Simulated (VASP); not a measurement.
MnAl3:

```
Al Mn
1.0
     0.00000    3.00783    3.00783
     3.00783    0.00000    3.00783
     3.00783    3.00783    0.00000
Al Mn
3 1
Direct
  0.25000 0.25000 0.25000
  0.75000 0.75000 0.75000
  0.50000 0.50000 0.50000
  0.00000 0.00000 0.00000
```

Base run:

* Program: VASP 6.6.1
* Functional: r2SCAN
* Potentials or basis: VASP PAW PBE potentials, release 64 (Al, Mn_pv)
* Cutoff: 520 eV
* k mesh: 12 × 12 × 12
* Occupations: gaussian, width 0.1 eV
* Spin: no spin polarisation

Its results: band gap on the k mesh zero (bands 11 and 12 overlap by 1.24 eV); pressure -2.3 GPa.

Task: The run is repeated on the same cell with these changes: functional from r2SCAN to PBEsol. What comes out?

Result: Band gap on the k mesh zero (bands 11 and 12 overlap by 1.23 eV); pressure -1.7 GPa.

Caveats: the PAW data sets were made with another functional, which shifts forces and pressure a little; the run has no spin polarisation, though such a crystal can be magnetic.
